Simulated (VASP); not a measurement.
Write the native input for VASP 6.6.1 that does the following.

```
Task                   : relaxation of cell and atoms
Functional             : PBE
Dispersion             : D3(BJ)
Potentials or basis    : VASP PAW PBE potentials, release 64 (Ta_pv, N)
Cutoff                 : 600 eV
k mesh                 : 16 × 16 × 16
Occupations            : gaussian, width 0.1 eV
Spin                   : no spin polarisation
Dipole correction      : no
Further INCAR settings : ALGO = Normal; EDIFF = 1e-06; IBRION = 2; EDIFFG = -0.005; NSW = 100; ISIF = 3
```

The structure of TaN lies in POSCAR:

```
TaN
1.0
    0.0000000000      2.1790000000      2.1790000000
    2.1790000000      0.0000000000      2.1790000000
    2.1790000000      2.1790000000      0.0000000000
Ta N
1 1
Direct
    0.5000000000      0.5000000000      0.5000000000
    0.0000000000      0.0000000000      0.0000000000
```

One way to write it, as run:

INCAR

```
PREC = Accurate
ENCUT = 600
EDIFF = 1E-6
ISMEAR = 0
SIGMA = 0.1
LREAL = False
LASPH = True
NELM = 100
ALGO = Normal
ISIF = 3
LWAVE = False
LCHARG = False
GGA = PE
IVDW = 12
IBRION = 2
NSW = 100
EDIFFG = -0.005
```

KPOINTS

```
Automatic mesh
0
Gamma
  16 16 16
```

Potentials or basis: VASP PAW PBE potentials, release 64 (Ta_pv, N).

The run is started by

```console
$ cat potpaw_PBE.64/Ta_pv/POTCAR potpaw_PBE.64/N/POTCAR > POTCAR
$ mpirun -np 1 vasp_std > vasp.out
```

Results of the run:

- Relaxed volume: 10.56 Å³/atom
- Relaxed cell: a = 3.103 Å, b = 3.103 Å, c = 3.103 Å, α = 60.00°, β = 60.00°, γ = 60.00°
- Space group after relaxing (to 0.05 Å): Fm-3m (No. 225)
- Energy gained by relaxing: 5.1 meV/atom
- Ionic steps: 4
- Pressure after relaxing: 0.0 GPa
- Band gap on the k mesh: zero (band 8 reaches 11.54 eV, above the bottom of band 9 at 7.50 eV)
- Dispersion energy per atom: -0.476 eV

Caveat: spin-orbit coupling is left out, which moves the levels of the heavy elements; pairwise dispersion overbinds metals, which lowers pressure and volume.

It took 72 s on 1 thread of AMD EPYC 9R45 96-Core Processor (Zen 5), with other jobs on the host, peak memory 0.18 GiB.
